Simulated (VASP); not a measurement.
# Ba2Tl5V3O12 (C2) in VASP: single point with PBE

Aim: the single point of Ba2Tl5V3O12 with PBE.

All numbers are computed with VASP 6.6.1; they aren't measurements. Logs are shortened: lines on timing, memory, paths and dates and some standing lists are left out, and cuts for length are marked.

## 1. The cell of the first run

It takes space group C2 (No. 5, monoclinic). The conventional cell has a = 12.980 Å, b = 13.354 Å, c = 6.079 Å, α = 90.00°, β = 109.30°, γ = 90.00°. Within 3.4 Å of Ba (site symmetry 2) lie 6 O at 2.58 to 2.76 Å and 2 V at 3.30 Å. Ba (site symmetry 2) has 8 O at 2.76 to 3.03 Å and 2 V at 3.53 Å within 3.6 Å. V (site symmetry 1) has 4 O at 1.72 to 1.75 Å within 2.3 Å. V (site symmetry 2) has 4 O at 1.71 to 1.76 Å within 2.3 Å. Within 3.7 Å of Tl (site symmetry 1) lie 6 O at 2.57 to 3.57 Å and 2 V at 3.26 to 3.61 Å. Tl (site symmetry 2) has 4 O at 2.66 to 2.69 Å and 2 V at 3.29 Å within 3.5 Å. Within 3.7 Å of Tl (site symmetry 1) lie 6 O at 2.55 to 3.69 Å and 2 V at 3.50 to 3.67 Å. O (site symmetry 1) has 1 V at 1.75 Å within 2.3 Å.

## 2. Single point, PBE

The input, INCAR:

```
SYSTEM = Ba2Tl5V3O12
  PREC = Accurate
  ENCUT = 520
  EDIFF = 1E-7
  ISMEAR = 0
  SIGMA = 0.1
  LREAL = Auto
  LASPH = .True.
  NELM = 80
  ALGO = Normal
  ISIF = 2
  LWAVE = .False.
  LCHARG = .True.
  GGA = PE
  LELF = .True.
  LVHAR = .True.
  NBANDS = 115
```

The input, KPOINTS:

```
regular mesh
0
Gamma
  2 2 2
  0 0 0
```

The input, POSCAR:

```
Ba2Tl5V3O12
1.0
   -1.9673896301      0.0000000000      5.7521984827
    6.4899131445     -6.6769223845     -0.0476544789
    6.4899131445      6.6769223845     -0.0476544789
Ba V Tl O
2 3 5 12
Direct
    0.0000000000      0.4791660759      0.5208339241
    0.0000000000      0.7926376161      0.2073623839
    0.2573526673      0.6569413299      0.9460490694
    0.7426473327      0.0539509306      0.3430586701
    0.5000000000      0.5744230265      0.4255769735
    0.6372589877      0.4983489352      0.8562880007
    0.3627410123      0.1437119993      0.5016510648
    0.5000000000      0.0150767085      0.9849232915
    0.2189188760      0.3096441462      0.1267705367
    0.7810811240      0.8732294633      0.6903558538
    0.4427507355      0.0039034314      0.2632488034
    0.6770594616      0.5971869440      0.6067586458
    0.8463524823      0.9133305460      0.4282042805
    0.2059424049      0.5253606909      0.7994340321
    0.3135591472      0.6876628506      0.4162801082
    0.8860087881      0.0925069347      0.2031557591
    0.6864408528      0.5837198918      0.3123371494
    0.1139912119      0.7968442409      0.9074930653
    0.1536475177      0.5717957195      0.0866694540
    0.7940575951      0.2005659679      0.4746393091
    0.5572492645      0.7367511966      0.9960965686
    0.3229405384      0.3932413542      0.4028130560
```

Potentials or basis: VASP PAW PBE potentials, release 64 (Ba_sv, V_sv, Tl_d, O).

Run with:

```sh
> cat potpaw_PBE.64/Ba_sv/POTCAR potpaw_PBE.64/V_sv/POTCAR potpaw_PBE.64/Tl_d/POTCAR potpaw_PBE.64/O/POTCAR > POTCAR
> mpirun -np 1 vasp_std > vasp.out
```

OUTCAR:

```text
SYSTEM = Ba2Tl5V3O12
   PREC = Accurate
   ENCUT = 520
   EDIFF = 1E-7
   ISMEAR = 0
   LREAL = Auto
   LASPH = .True.
   NELM = 80
   ISIF = 2
   GGA = PE

 ion  position               nearest neighbor table
   1  0.000  0.479  0.521-  14 2.58  20 2.58  12 2.71  22 2.71  15 2.76  17 2.76   5 3.30   5 3.30
                             2 4.19   7 4.24   6 4.24   6 4.34   7 4.34
   2  0.000  0.793  0.207-  13 2.76  19 2.76  17 2.76  15 2.76  11 2.87  21 2.87  16 3.03  18 3.03
                             3 3.53   4 3.53   6 4.06   7 4.06   1 4.19   8 4.25   8 4.25
   3  0.257  0.657  0.946-  19 1.72  18 1.73  14 1.73  21 1.75   6 3.26   8 3.29   2 3.53
   4  0.743  0.054  0.343-  13 1.72  16 1.73  20 1.73  11 1.75   7 3.26   8 3.29   2 3.53
   5  0.500  0.574  0.426-  15 1.71  17 1.71  12 1.76  22 1.76   1 3.30   1 3.30  10 3.50   9 3.50

   6  0.637  0.498  0.856-  12 2.57  14 2.63  21 2.74   3 3.26  10 3.85   2 4.06   9 4.13   1 4.24
                             1 4.34
   7  0.363  0.144  0.502-  22 2.57  20 2.63  11 2.74   4 3.26   9 3.85   2 4.06  10 4.13   1 4.24
                             1 4.34
   8  0.500  0.015  0.985-  16 2.66  18 2.66  11 2.69  21 2.69   3 3.29   4 3.29  10 3.90   9 3.90
                             2 4.25   2 4.25
   9  0.219  0.310  0.127-  22 2.55  19 2.59  16 2.75   5 3.50   7 3.85   8 3.90   6 4.13
  10  0.781  0.873  0.690-  12 2.55  13 2.59  18 2.75   5 3.50   6 3.85   8 3.90   7 4.13
  11  0.443  0.004  0.263-   4 1.75   8 2.69   7 2.74   2 2.87
  12  0.677  0.597  0.607-   5 1.76  10 2.55   6 2.57   1 2.71
  13  0.846  0.913  0.428-   4 1.72  10 2.59   2 2.76
  14  0.206  0.525  0.799-   3 1.73   1 2.58   6 2.63
  15  0.314  0.688  0.416-   5 1.71   1 2.76   2 2.76
  16  0.886  0.093  0.203-   4 1.73   8 2.66   9 2.75   2 3.03
  17  0.686  0.584  0.312-   5 1.71   1 2.76   2 2.76
  18  0.114  0.797  0.907-   3 1.73   8 2.66  10 2.75   2 3.03
  19  0.154  0.572  0.087-   3 1.72   9 2.59   2 2.76
  20  0.794  0.201  0.475-   4 1.73   1 2.58   7 2.63
  21  0.557  0.737  0.996-   3 1.75   8 2.69   6 2.74   2 2.87
  22  0.323  0.393  0.403-   5 1.76   9 2.55   7 2.57   1 2.71

  LATTYP: Found a base centered monoclinic cell.
 ALAT       =    12.9801762041
 B/A-ratio  =     1.0287876342
 C/A-ratio  =     0.4683559562
 COS(beta)  =    -0.3305576042

  Lattice vectors:

 A1 = (   6.4899131445,  -6.6769223845,  -0.0476544789)
 A2 = (   6.4899131445,   6.6769223845,  -0.0476544789)
 A3 = (  -1.9673896301,   0.0000000000,   5.7521984827)

Analysis of symmetry for initial positions (statically):
=====================================================================
 Subroutine PRICEL returns:
 Original cell was already a primitive cell.

 Routine SETGRP: Setting up the symmetry group for a
 base centered monoclinic supercell.

 Subroutine GETGRP returns: Found  2 space group operations
 (whereof  2 operations were pure point group operations)
 out of a pool of  4 trial point group operations.

The static configuration has the point symmetry C_2 .

Analysis of symmetry for dynamics (positions and initial velocities):
=====================================================================
 Subroutine PRICEL returns:
 Original cell was already a primitive cell.

 Routine SETGRP: Setting up the symmetry group for a
 base centered monoclinic supercell.

 Subroutine GETGRP returns: Found  2 space group operations
 (whereof  2 operations were pure point group operations)
 out of a pool of  4 trial point group operations.

The dynamic configuration has the point symmetry C_2 .

 Subroutine INISYM returns: Found  2 space group operations
 (whereof  2 operations are pure point group operations),
 and found     1 'primitive' translations

----------------------------------------------------------------------------------------

                                     Primitive cell

  volume of cell :     497.2640

  direct lattice vectors                    reciprocal lattice vectors
    -1.967389630  0.000000000  5.752198483     0.001279744  0.000000000  0.174284277
     6.489913145 -6.676922385 -0.047654479     0.077236608 -0.074884800  0.026416770
     6.489913145  6.676922385 -0.047654479     0.077236608  0.074884800  0.026416770

  length of vectors
     6.079342838  9.311419661  9.311419661     0.174288976  0.110774874  0.110774874

  position of ions in fractional coordinates (direct lattice)
     0.000000000  0.479166076  0.520833924
     0.000000000  0.792637616  0.207362384
     0.257352667  0.656941330  0.946049069
     0.742647333  0.053950931  0.343058670
     0.500000000  0.574423026  0.425576974
     0.637258988  0.498348935  0.856288001
[... 14 lines left out ...]
     0.557249265  0.736751197  0.996096569
     0.322940538  0.393241354  0.402813056

  ion indices of the primitive-cell ions
   primitive index   ion index
                 1           1
                 2           2
                 3           3
                 4           4
                 5           5
                 6           6
[... 14 lines left out ...]
                21          21
                22          22

----------------------------------------------------------------------------------------

 KPOINTS: regular mesh

Automatic generation of k-mesh.
 Grid dimensions read from file:
 generate k-points for:    2    2    2

 Generating k-lattice:

  Cartesian coordinates                     Fractional coordinates (reciprocal lattice)
     0.000639872  0.000000000  0.087142139     0.500000000  0.000000000  0.000000000
     0.038618304 -0.037442400  0.013208385     0.000000000  0.500000000 -0.000000000
     0.038618304  0.037442400  0.013208385     0.000000000 -0.000000000  0.500000000

  Length of vectors
     0.087144488  0.055387437  0.055387437

  Shift w.r.t. Gamma in fractional coordinates (k-lattice)
     0.000000000  0.000000000  0.000000000

 Subroutine IBZKPT returns following result:
 ===========================================

 Found      6 irreducible k-points:

 Following reciprocal coordinates:
            Coordinates               Weight
  0.000000  0.000000  0.000000      1.000000
  0.500000  0.000000  0.000000      1.000000
 -0.000000  0.500000  0.000000      2.000000
  0.500000  0.500000 -0.000000      2.000000
 -0.000000  0.500000  0.500000      1.000000
  0.500000  0.500000  0.500000      1.000000
   k-points           NKPTS =      6   k-points in BZ     NKDIM =      6   number of bands    NBANDS=    115
   number of dos      NEDOS =    301   number of ions     NIONS =     22
   total plane-waves  NPLWV = 235200
   dimension x,y,z NGX =    48 NGY =   70 NGZ =   70
   dimension x,y,z NGXF=    96 NGYF=  140 NGZF=  140
   ions per type =               2   3   5  12
   NGX,Y,Z   is equivalent  to a cutoff of  13.13, 12.50, 12.50 a.u.
   NGXF,Y,Z  is equivalent  to a cutoff of  26.25, 25.00, 25.00 a.u.
 SYSTEM =  Ba2Tl5V3O12
   PREC   = accura    normal or accurate (medium, high low for compatibility)
   ISTART =      0    job   : 0-new  1-cont  2-samecut
   ICHARG =      2    charge: 1-file 2-atom 10-const
   ISPIN  =      1    spin polarized calculation?
   LNONCOLLINEAR =      F non collinear calculations
   LSORBIT =      F    spin-orbit coupling
   LASPH  =      T    aspherical Exc in radial PAW
   ENCUT  =  520.0 eV  38.22 Ry    6.18 a.u.  11.30 17.31 17.31*2*pi/ulx,y,z
   NELM   =     80;   NELMIN=  2; NELMDL= -5     # of ELM steps
   EDIFF  = 0.1E-06   stopping-criterion for ELM
   LREAL  =      T    real-space projection
   EDIFFG = 0.1E-05   stopping-criterion for IOM
   NSW    =      0    number of steps for IOM
   IBRION =     -1    ionic relax: 0-MD 1-quasi-New 2-CG
   NFREE  =      0    steps in history (QN), initial steepest desc. (CG)
   ISIF   =      2    stress and relaxation
   ISYM   =      2    0-nonsym 1-usesym 2-fastsym
   POTIM  = 0.5000    time-step for ionic-motion
   TEBEG  =    0.0;   TEEND  =   0.0 temperature during run
   PSTRESS=    0.0 pullay stress
   NELECT =     196.0000    total number of electrons
   NUPDOWN=      -1.0000    fix difference up-down
   EMIN   =  10.00;   EMAX   =-10.00  energy-range for DOS
   EFERMI =   0.00;   METHOD = LEGACY
   ISMEAR =     0;   SIGMA  =   0.10  broadening in eV -4-tet -1-fermi 0-gaus
   EFERMI_NEDOS =   21; number of points for ismear=-14 and -15
   IALGO  =     38    algorithm
   IMIX   =      4    mixing-type and parameters
     AMIX     =   0.40;   BMIX     =  1.00
     AMIX_MAG =   1.60;   BMIX_MAG =  1.00
  volume/ion in A,a.u.               =      22.60       152.53
  Fermi-wavevector in a.u.,A,eV,Ry     =   1.200322  2.268280 19.602913  1.440773
  Thomas-Fermi vector in A             =   2.336161
   LORBIT       =      0    0 simple, 1 ext, 2 COOP (PROOUT), +10 PAW based schemes
   GGA     = PE    functional components
   LHFCALC =     F    Hartree Fock is set to
   AEXX    =    0.0000 exact exchange contribution
   IVDW    =     0    specifies the selected vdW correction
   LEPSILON=     F    determine dielectric tensor
   LRPA    =     F    only Hartree local field effects (RPA)
 non-spin polarized calculation
 Gauss-broadening in eV      SIGMA  =   0.10
  energy-cutoff  :      520.00
  volume of cell :      497.26
 maximum number of plane-waves:     13426
 NGX is ok and might be reduce to    48
   NGX = 23   NGY = 35   NGZ = 35

 number of electron     196.0000017 magnetization

 Free energy of the ion-electron system (eV)
  ---------------------------------------------------
  ext. energy  EPLUGINS =         0.00000000
  ---------------------------------------------------
  free energy    TOTEN  =      -146.07642622 eV

  energy without entropy =     -146.07642622  energy(sigma->0) =     -146.07642622

 E-fermi :   1.0885     XC(G=0):  -8.3681

 val. band max:        0.6401590676   @ k =  -0.0000   0.5000   0.0000
 cond. band min:       3.5359101660   @ k =   0.0000   0.0000   0.0000
 fundamental gap:      2.8957510984
 Fermi energy:         1.0885025998

 k-point     1 :       0.0000    0.0000    0.0000
  band No.  band energies     occupation
      1     -62.8583      2.00000
      2     -62.7216      2.00000
      3     -62.7216      2.00000
      4     -36.8423      2.00000
      5     -36.8098      2.00000
      6     -36.7896      2.00000
[... 102 lines left out ...]
    109       5.3148      0.00000
    110       5.3307      0.00000
[... 563 lines left out ...]
    109       4.9877      0.00000
    110       5.0487      0.00000
 [bands above 110 left out]

------------------------ aborting loop because EDIFF is reached ----------------------------------------

  FORCE on cell =-STRESS in cart. coord.  units (eV):
  Direction    XX          YY          ZZ          XY          YZ          ZX
  --------------------------------------------------------------------------------------
  -------------------------------------------------------------------------------------
  Total        1.7063360      1.4965123      1.8196773      0.0000000      0.0000000     -0.3210520
  in kB        5.4977899      4.8217409      5.8629740      0.0000000      0.0000000     -1.0344250
  external PRESSURE =       5.3941683 kB  Pullay stress =       0.0000000 kB

 VOLUME and BASIS-vectors are now :
 -----------------------------------------------------------------------------
  energy-cutoff  :      520.00
  volume of cell :      497.26
      direct lattice vectors                 reciprocal lattice vectors
    -1.967389630  0.000000000  5.752198483     0.001279744  0.000000000  0.174284277
     6.489913145 -6.676922385 -0.047654479     0.077236608 -0.074884800  0.026416770
     6.489913145  6.676922385 -0.047654479     0.077236608  0.074884800  0.026416770

 POSITION                                       TOTAL-FORCE (eV/Angst)
 -----------------------------------------------------------------------------------
      6.48991      0.27821     -0.04765        -0.000000     -0.010315      0.000000
      6.48991     -3.90784     -0.04765        -0.000000     -0.069500      0.000000
      9.89696      1.93035      1.40395        -0.040376     -0.008608      0.024661
      1.11548      1.93035      4.25294         0.040376     -0.008608     -0.024661
      5.50622     -0.99383      2.82844        -0.000000     -0.021413      0.000000
      7.53774      2.38993      3.60109        -0.001528      0.020923     -0.004184
[... 14 lines left out ...]
     10.14971      1.73163      3.12283         0.012285     -0.019961      0.108917
      4.53097      0.06391      1.81968        -0.128710      0.077486     -0.017933
 -----------------------------------------------------------------------------------
    total drift:                               -0.000000     -0.019880      0.000000

  FREE ENERGIE OF THE ION-ELECTRON SYSTEM (eV)
  ---------------------------------------------------
  free  energy   TOTEN  =      -146.0764262237 eV

  energy  without entropy=     -146.0764262236  energy(sigma->0) =     -146.07642622
```

It took 29 min on 1 thread of Oxide Virtual Turin-like, shared host; peak memory 0.62 GiB.

Results:

```
Free energy            : -146.0764 eV
Pressure               : 0.5 GPa
Largest force          : 0.162 eV/Å
Band gap on the k mesh : 2.90 eV (least direct gap 2.94 eV)
```

Forces in eV/Å, atoms in the order of the input:
```
Ba   0.000 -0.010  0.000
Ba   0.000 -0.070  0.000
V   -0.040 -0.009  0.025
V    0.040 -0.009 -0.025
V    0.000 -0.021  0.000
Tl  -0.002  0.021 -0.004
Tl   0.002  0.021  0.004
Tl   0.000 -0.003  0.000
Tl  -0.004 -0.006 -0.004
Tl   0.004 -0.006  0.004
O   -0.012 -0.020 -0.109
O    0.129  0.077  0.018
O    0.012  0.154  0.035
O   -0.049  0.038  0.026
O    0.100 -0.081 -0.037
O   -0.071 -0.123  0.077
O   -0.100 -0.081  0.037
O    0.071 -0.123 -0.077
O   -0.012  0.154 -0.035
O    0.049  0.038 -0.026
O    0.012 -0.020  0.109
O   -0.129  0.077 -0.018
```

Caveat: the k points lie up to 0.55 Å⁻¹ apart; spin-orbit coupling is left out, which moves the levels of the heavy elements.
